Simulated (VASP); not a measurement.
NbC:

```
Nb C
1.0
     0.00000    2.20000    2.20000
     2.20000    0.00000    2.20000
     2.20000    2.20000    0.00000
Nb C
1 1
Direct
  0.00000 0.00000 0.00000
  0.50000 0.50000 0.50000
```

Base run:

```yaml
Program: VASP 6.6.1
Functional: PBE
Dispersion: D3(BJ)
Potentials_or_basis: VASP PAW PBE potentials, release 64 (Nb_sv, C)
Cutoff: 600 eV
k_mesh: 10 × 10 × 10
Occupations: gaussian, width 0.05 eV
Spin: no spin polarisation
```

Its results: pressure 10.6 GPa.

Question: The run is repeated on the same cell with these changes: dispersion from D3(BJ) to D4. What comes out?

Answer: Pressure 13.0 GPa.

Caveats: pairwise dispersion overbinds metals, which lowers pressure and volume; three body term missing (some runs).
